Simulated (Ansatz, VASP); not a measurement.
# Cu in VASP and in Ansatz

```
Cu
1.0
    -3.63035    3.63035    3.63035
     3.63035   -3.63035    3.63035
     3.63035    3.63035   -3.63035
Cu
16
Direct
  0.00000 0.00000 0.00000
  0.00000 0.25000 0.75000
  0.00000 0.50000 0.50000
  0.00000 0.75000 0.25000
  0.25000 0.00000 0.75000
  0.25000 0.25000 0.50000
  0.25000 0.50000 0.25000
  0.25000 0.75000 0.00000
  0.50000 0.00000 0.50000
  0.50000 0.25000 0.25000
  0.50000 0.50000 0.00000
  0.50000 0.75000 0.75000
  0.75000 0.00000 0.25000
  0.75000 0.25000 0.00000
  0.75000 0.50000 0.75000
  0.75000 0.75000 0.50000
```

Alike in both runs: task single point; functional PBE; k mesh 7 × 7 × 7; occupations methfessel-paxton of order 1, width 0.1 eV; no spin polarisation.

```csv
,VASP,Ansatz
version,VASP 6.6.1,Ansatz 0.2.0
potentials or method,"VASP PAW PBE potentials, release 64 (Cu), cutoff 600 eV",plane-wave PAW DFT
valence electrons in the cell,176,304
```

Ansatz gave:

```
pressure (GPa) : -0.3
```

Question: Estimate VASP's values.

Answer: Pressure (GPa): 0.4.

VASP's potentials hold 176 valence electrons a cell and Ansatz's 304, so a difference there can come from the potentials and not from the codes.
